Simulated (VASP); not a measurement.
# Pd (P6_3/mmc) in VASP: notebook

Runs on Pd. Level: PBEsol. Tasks: single point.

All numbers are computed with VASP 6.6.1; they aren't measurements. Logs are shortened: lines on timing, memory, paths and dates and some standing lists are left out, and cuts for length are marked.

**1. The cell of the first run**

It takes space group P6_3/mmc (No. 194, hexagonal). The conventional cell has a = 2.736 Å, b = 2.736 Å, c = 9.016 Å, α = 90.00°, β = 90.00°, γ = 120.00°. Within 3.6 Å of Pd (site symmetry -3m) lie 12 Pd at 2.74 to 2.75 Å. Pd (site symmetry -6m2) has 12 Pd at 2.74 to 2.75 Å within 3.6 Å.

This isn't the form of Pd at room conditions, which is fcc.

**2. Single point, PBEsol (14.61 Å³/atom)**

File INCAR:

```
  PREC = Accurate
  ENCUT = 520
  EDIFF = 1E-6
  ISMEAR = -1
  SIGMA = 0.1
  LREAL = False
  LASPH = True
  NELM = 100
  ALGO = Normal
  ISIF = 2
  LWAVE = False
  LCHARG = False
  GGA = PS
  NBANDS = 28
```

File KPOINTS:

```
Automatic mesh
0
Gamma
  15 15 4
```

File POSCAR:

```
Pd
1.0
    2.7355829045      0.0000000000      0.0000000000
   -1.3677914522      2.3690842894      0.0000000000
    0.0000000000      0.0000000000      9.0160867300
Pd
4
Direct
    0.0000000000      0.0000000000      0.0000000000
    0.0000000000      0.0000000000      0.5000000000
    0.3333333333      0.6666666667      0.2500000000
    0.6666666667      0.3333333333      0.7500000000
```

Potentials or basis: VASP PAW PBE potentials, release 64 (Pd).

Launch:

```
$ cat potpaw_PBE.64/Pd/POTCAR > POTCAR
$ mpirun -np 1 vasp_std > vasp.out
```

OUTCAR:

```text
PREC = Accurate
   ENCUT = 520
   EDIFF = 1E-6
   ISMEAR = -1
   LREAL = False
   LASPH = True
   NELM = 100
   ISIF = 2
   GGA = PS

 ion  position               nearest neighbor table
   1  0.000  0.000  0.000-   3 2.75   4 2.75   3 2.75   4 2.75   4 2.75   3 2.75
   2  0.000  0.000  0.500-   3 2.75   4 2.75   3 2.75   4 2.75   4 2.75   3 2.75
   3  0.333  0.667  0.250-   1 2.75   2 2.75   1 2.75   2 2.75   1 2.75   2 2.75
   4  0.667  0.333  0.750-   1 2.75   2 2.75   1 2.75   2 2.75   1 2.75   2 2.75

  LATTYP: Found a hexagonal cell.
 ALAT       =     2.7355829045
 C/A-ratio  =     3.2958557809

  Lattice vectors:

 A1 = (   2.7355829045,   0.0000000000,   0.0000000000)
 A2 = (  -1.3677914522,   2.3690842894,   0.0000000000)
 A3 = (   0.0000000000,   0.0000000000,   9.0160867300)

Analysis of symmetry for initial positions (statically):
=====================================================================
 Subroutine PRICEL returns:
 Original cell was already a primitive cell.

 Routine SETGRP: Setting up the symmetry group for a
 hexagonal supercell.

 Subroutine GETGRP returns: Found 24 space group operations
 (whereof 12 operations were pure point group operations)
 out of a pool of 24 trial point group operations.

The static configuration has the point symmetry D_3d.
 The point group associated with its full space group is D_6h.

Analysis of symmetry for dynamics (positions and initial velocities):
=====================================================================
 Subroutine PRICEL returns:
 Original cell was already a primitive cell.

 Routine SETGRP: Setting up the symmetry group for a
 hexagonal supercell.

 Subroutine GETGRP returns: Found 24 space group operations
 (whereof 12 operations were pure point group operations)
 out of a pool of 24 trial point group operations.

The dynamic configuration has the point symmetry D_3d.
 The point group associated with its full space group is D_6h.

 Subroutine INISYM returns: Found 24 space group operations
 (whereof 12 operations are pure point group operations),
 and found     1 'primitive' translations

----------------------------------------------------------------------------------------

                                     Primitive cell

  volume of cell :      58.4317

  direct lattice vectors                    reciprocal lattice vectors
     2.735582905  0.000000000  0.000000000     0.365552804  0.211052010  0.000000000
    -1.367791452  2.369084289  0.000000000     0.000000000  0.422104019  0.000000000
     0.000000000  0.000000000  9.016086730     0.000000000  0.000000000  0.110912864

  length of vectors
     2.735582905  2.735582904  9.016086730     0.422104019  0.422104019  0.110912864

  position of ions in fractional coordinates (direct lattice)
     0.000000000  0.000000000  0.000000000
     0.000000000  0.000000000  0.500000000
     0.333333333  0.666666667  0.250000000
     0.666666667  0.333333333  0.750000000

  ion indices of the primitive-cell ions
   primitive index   ion index
                 1           1
                 2           2
                 3           3
                 4           4

----------------------------------------------------------------------------------------

 KPOINTS: Automatic mesh

Automatic generation of k-mesh.
 Grid dimensions read from file:
 generate k-points for:   15   15    4

 Generating k-lattice:

  Cartesian coordinates                     Fractional coordinates (reciprocal lattice)
     0.024370187  0.014070134  0.000000000     0.066666667 -0.000000000  0.000000000
     0.000000000  0.028140268  0.000000000     0.000000000  0.066666667  0.000000000
     0.000000000  0.000000000  0.027728216     0.000000000  0.000000000  0.250000000

  Length of vectors
     0.028140268  0.028140268  0.027728216

  Shift w.r.t. Gamma in fractional coordinates (k-lattice)
     0.000000000  0.000000000  0.000000000

 Subroutine IBZKPT returns following result:
 ===========================================

 Found     81 irreducible k-points:

 Following reciprocal coordinates:
            Coordinates               Weight
  0.000000  0.000000  0.000000      1.000000
  0.066667 -0.000000  0.000000      6.000000
  0.133333  0.000000  0.000000      6.000000
  0.200000 -0.000000  0.000000      6.000000
  0.266667  0.000000  0.000000      6.000000
  0.333333  0.000000  0.000000      6.000000
[... 16 lines left out ...]
  0.333333  0.200000  0.000000     12.000000
  0.400000  0.200000  0.000000      6.000000
 [... further k-points ...]
   k-points           NKPTS =     81   k-points in BZ     NKDIM =     81   number of bands    NBANDS=     28
   number of dos      NEDOS =    301   number of ions     NIONS =      4
   total plane-waves  NPLWV =  28000
   dimension x,y,z NGX =    20 NGY =   20 NGZ =   70
   dimension x,y,z NGXF=    40 NGYF=   40 NGZF=  140
   ions per type =               4
   NGX,Y,Z   is equivalent  to a cutoff of  12.15, 12.15, 12.91 a.u.
   NGXF,Y,Z  is equivalent  to a cutoff of  24.31, 24.31, 25.81 a.u.
 SYSTEM =  unknown system
   PREC   = accura    normal or accurate (medium, high low for compatibility)
   ISTART =      0    job   : 0-new  1-cont  2-samecut
   ICHARG =      2    charge: 1-file 2-atom 10-const
   ISPIN  =      1    spin polarized calculation?
   LNONCOLLINEAR =      F non collinear calculations
   LSORBIT =      F    spin-orbit coupling
   LASPH  =      T    aspherical Exc in radial PAW
   ENCUT  =  520.0 eV  38.22 Ry    6.18 a.u.   5.09  5.09 16.76*2*pi/ulx,y,z
   NELM   =    100;   NELMIN=  2; NELMDL= -5     # of ELM steps
   EDIFF  = 0.1E-05   stopping-criterion for ELM
   LREAL  =      F    real-space projection
   EDIFFG = 0.1E-04   stopping-criterion for IOM
   NSW    =      0    number of steps for IOM
   IBRION =     -1    ionic relax: 0-MD 1-quasi-New 2-CG
   NFREE  =      0    steps in history (QN), initial steepest desc. (CG)
   ISIF   =      2    stress and relaxation
   ISYM   =      2    0-nonsym 1-usesym 2-fastsym
   POTIM  = 0.5000    time-step for ionic-motion
   TEBEG  =    0.0;   TEEND  =   0.0 temperature during run
   PSTRESS=    0.0 pullay stress
   NELECT =      40.0000    total number of electrons
   NUPDOWN=      -1.0000    fix difference up-down
   EMIN   =  10.00;   EMAX   =-10.00  energy-range for DOS
   EFERMI =   0.00;   METHOD = LEGACY
   ISMEAR =    -1;   SIGMA  =   0.10  broadening in eV -4-tet -1-fermi 0-gaus
   EFERMI_NEDOS =   21; number of points for ismear=-14 and -15
   IALGO  =     38    algorithm
   IMIX   =      4    mixing-type and parameters
     AMIX     =   0.40;   BMIX     =  1.00
     AMIX_MAG =   1.60;   BMIX_MAG =  1.00
  volume/ion in A,a.u.               =      14.61        98.58
  Fermi-wavevector in a.u.,A,eV,Ry     =   1.442819  2.726534 28.323630  2.081728
  Thomas-Fermi vector in A             =   2.561297
   LORBIT       =      0    0 simple, 1 ext, 2 COOP (PROOUT), +10 PAW based schemes
   GGA     = PS    functional components
   LHFCALC =     F    Hartree Fock is set to
   AEXX    =    0.0000 exact exchange contribution
   IVDW    =     0    specifies the selected vdW correction
   LEPSILON=     F    determine dielectric tensor
   LRPA    =     F    only Hartree local field effects (RPA)
 non-spin polarized calculation
  energy-cutoff  :      520.00
  volume of cell :       58.43
 maximum number of plane-waves:      1592
   NGX = 11   NGY = 11   NGZ = 33

 number of electron      40.0000001 magnetization

 Free energy of the ion-electron system (eV)
  ---------------------------------------------------
  ext. energy  EPLUGINS =         0.00000000
  ---------------------------------------------------
  free energy    TOTEN  =       -23.92639337 eV

  energy without entropy =      -23.67321058  energy(sigma->0) =      -23.79980198

 E-fermi :   9.8213     XC(G=0): -13.4396

 val. band max:        9.8196691592   @ k =   0.3333   0.2000   0.0000
 cond. band min:       9.8252177451   @ k =   0.2667   0.2667   0.0000
 fundamental gap:      0.0055485859
 Fermi energy:         9.8213464377

 k-point     1 :       0.0000    0.0000    0.0000
  band No.  band energies     occupation
      1       2.4691      2.00000
      2       4.1523      2.00000
      3       4.1588      2.00000
      4       4.3628      2.00000
      5       6.8044      2.00000
      6       6.8331      2.00000
[... 20 lines left out ...]
     27      24.2208      0.00000
     28      26.6939      0.00000

 k-point     2 :       0.0667   -0.0000    0.0000
  band No.  band energies     occupation
      1       2.6152      2.00000
      2       4.2854      2.00000
      3       4.2930      2.00000
      4       4.4708      2.00000
      5       6.5789      2.00000
      6       6.7214      2.00000
[... 20 lines left out ...]
     27      24.3061      0.00000
     28      26.8239      0.00000

 k-point     3 :       0.1333    0.0000    0.0000
  band No.  band energies     occupation
      1       3.0345      2.00000
      2       4.6323      2.00000
      3       4.6502      2.00000
      4       4.7654      2.00000
      5       6.2152      2.00000
      6       6.4352      2.00000
[... 20 lines left out ...]
     27      24.5470      0.00000
     28      26.5473      0.00000

 k-point     4 :       0.2000   -0.0000    0.0000
  band No.  band energies     occupation
      1       3.6557      2.00000
      2       4.9260      2.00000
      3       5.0138      2.00000
      4       5.1696      2.00000
      5       5.9159      2.00000
      6       6.1329      2.00000
[... 578 lines left out ...]
     27      20.1046      0.00000
     28      21.2909      0.00000

 k-point    23 :       0.3333    0.2000    0.0000
  band No.  band energies     occupation
      1       4.8866      2.00000
      2       4.9904      2.00000
      3       5.2721      2.00000
      4       5.6049      2.00000
      5       5.8476      2.00000
      6       5.9992      2.00000
[... 20 lines left out ...]
     27      19.5231      0.00000
     28      20.4239      0.00000

 k-point    24 :       0.4000    0.2000    0.0000
  band No.  band energies     occupation
      1       4.8238      2.00000
      2       4.9685      2.00000
      3       5.2168      2.00000
      4       5.7258      2.00000
      5       5.8439      2.00000
      6       5.9611      2.00000
[... 20 lines left out ...]
     27      19.2553      0.00000
     28      21.2732      0.00000

 [... further k-points ...]
[... 5 lines left out ...]
  --------------------------------------------------------------------------------------
  -------------------------------------------------------------------------------------
  Total       -0.1047301     -0.1047301     -0.1786630     -0.0000000      0.0000000      0.0000000
  in kB       -2.8716647     -2.8716647     -4.8988793     -0.0000000      0.0000000      0.0000000
  external PRESSURE =      -3.5474029 kB  Pullay stress =       0.0000000 kB

 VOLUME and BASIS-vectors are now :
 -----------------------------------------------------------------------------
  energy-cutoff  :      520.00
  volume of cell :       58.43
      direct lattice vectors                 reciprocal lattice vectors
     2.735582905  0.000000000  0.000000000     0.365552804  0.211052010  0.000000000
    -1.367791452  2.369084289  0.000000000     0.000000000  0.422104019  0.000000000
     0.000000000  0.000000000  9.016086730     0.000000000  0.000000000  0.110912864

 POSITION                                       TOTAL-FORCE (eV/Angst)
 -----------------------------------------------------------------------------------
      0.00000      0.00000      0.00000        -0.000000      0.000000     -0.000000
      0.00000      0.00000      4.50804        -0.000000      0.000000     -0.000000
     -0.00000      1.57939      2.25402        -0.000000      0.000000      0.000000
      1.36779      0.78969      6.76207         0.000000     -0.000000      0.000000
 -----------------------------------------------------------------------------------
    total drift:                                0.000000     -0.000000      0.000000

  FREE ENERGIE OF THE ION-ELECTRON SYSTEM (eV)
  ---------------------------------------------------
  free  energy   TOTEN  =       -23.9263933748 eV

  energy  without entropy=      -23.6732105820  energy(sigma->0) =      -23.79980198
```

Run time: 47 s. Hardware: 1 thread of AMD EPYC 9R45 (Zen 5), shared host; peak memory 0.2 GiB.

Results:

```
Free energy            : -23.9264 eV
Pressure               : -0.4 GPa
Band gap on the k mesh : zero (bands 20 and 21 overlap by 0.95 eV)
```

Stress tensor (GPa, compression positive):
```
-0.29  0.00  0.00
 0.00 -0.29  0.00
 0.00  0.00 -0.49
```

Levels at points of the mesh, in eV from the Fermi level:
```
           k point  band 18  band 19  band 20  band 21  band 22  band 23
(0.00, 0.00, 0.00)    -1.10    -1.10    -0.74    -0.74    -0.15    -0.15
(0.00, 0.00, 0.50)    -1.34    -1.07    -1.07    -0.40    -0.40    -0.40
```

Caveat: the PAW data sets were made with another functional, which shifts forces and pressure a little.

**3. Single point, PBEsol (15.19 Å³/atom)**

This run uses another cell than the first one, of 15.19 Å³/atom.

File INCAR:

```
ALGO = Normal ; EDIFF = 1E-6
ENCUT = 520 ; GGA = PS
ISIF = 2 ; ISMEAR = -1
LASPH = T ; LCHARG = F
LREAL = F ; LWAVE = F
NBANDS = 28 ; NELM = 100
PREC = Accurate ; SIGMA = 0.1
```

File KPOINTS:

```
k-points
0
Gamma
  15 15 4
```

File POSCAR:

```
Pd
1.0
    2.7715815446      0.0000000000      0.0000000000
   -1.3857907723      2.4002600263      0.0000000000
    0.0000000000      0.0000000000      9.1347330561
Pd
4
Direct
    0.0000000000      0.0000000000      0.0000000000
    0.0000000000      0.0000000000      0.5000000000
    0.3333333333      0.6666666667      0.2500000000
    0.6666666667      0.3333333333      0.7500000000
```

Potentials or basis: VASP PAW PBE potentials, release 64 (Pd).

Launch:

```
$ cat potpaw_PBE.64/Pd/POTCAR > POTCAR
$ mpirun -np 1 vasp_std > vasp.out
```

Run time: 61 s. Hardware: 1 thread of AMD EPYC 9R45 (Zen 5), shared host; peak memory 0.22 GiB.

The run converged. Its results:

| Property | Result |
| --- | --- |
| Free energy | -23.8691 eV |
| Pressure | -7.4 GPa |
| Band gap on the k mesh | zero (bands 20 and 21 overlap by 0.89 eV) |

Stress tensor (GPa, compression positive):
```
-7.33  0.00  0.00
 0.00 -7.33  0.00
 0.00  0.00 -7.50
```

Levels at points of the mesh, in eV from the Fermi level:
| k point | band 17 | band 18 | band 19 | band 20 | band 21 | band 22 | band 23 | band 24 |
| --- | --- | --- | --- | --- | --- | --- | --- | --- |
| (0.00, 0.00, 0.00) | -1.48 | -1.03 | -1.03 | -0.70 | -0.70 | -0.14 | -0.14 | 0.87 |
| (0.00, 0.00, 0.50) | -1.26 | -1.26 | -0.95 | -0.95 | -0.38 | -0.38 | -0.38 | -0.38 |

Caveat: the cell stands under tension; the PAW data sets were made with another functional, which shifts forces and pressure a little.

**4. Single point, PBEsol (15.78 Å³/atom)**

This run uses another cell than the first one, of 15.78 Å³/atom.

File INCAR:

```
ALGO = Normal ; EDIFF = 1E-7
ENCUT = 520 ; GGA = PS
ISIF = 2 ; ISMEAR = -1
LASPH = True ; LCHARG = False
LREAL = False ; LWAVE = False
NBANDS = 28 ; NELM = 80
PREC = Accurate ; SIGMA = 0.1
```

KPOINTS is that of step 3.

File POSCAR:

```
Pd
1.0
    2.8066685801      0.0000000000      0.0000000000
   -1.4033342900      2.4306462903      0.0000000000
    0.0000000000      0.0000000000      9.2503748648
Pd
4
Direct
    0.0000000000      0.0000000000      0.0000000000
    0.0000000000      0.0000000000      0.5000000000
    0.3333333333      0.6666666667      0.2500000000
    0.6666666667      0.3333333333      0.7500000000
```

Launch:

```
$ cat potpaw_PBE.64/Pd/POTCAR > POTCAR
$ mpirun -np 1 vasp_std > vasp.out
```

Run time: 74 s. Hardware: 1 thread of AMD EPYC 9R45 (Zen 5), shared host; peak memory 0.21 GiB.

Results (log left out):

```yaml
Free_energy: -23.7214 eV
Pressure: -12.8 GPa
Band_gap_on_the_k_mesh: zero (bands 20 and 21 overlap by 0.82 eV)
```

Stress tensor (GPa, compression positive):
```
-12.77   0.00   0.00
  0.00 -12.77   0.00
  0.00   0.00 -12.86
```

Levels at points of the mesh, in eV from the Fermi level:
```csv
k point,band 18,band 19,band 20,band 21,band 22,band 23
"(0.00, 0.00, 0.00)",-0.97,-0.97,-0.66,-0.66,-0.14,-0.14
"(0.00, 0.00, 0.50)",-1.19,-0.85,-0.85,-0.36,-0.36,-0.36
```

Caveat: the cell stands under tension; the PAW data sets were made with another functional, which shifts forces and pressure a little.

[end of part 1 of 2]
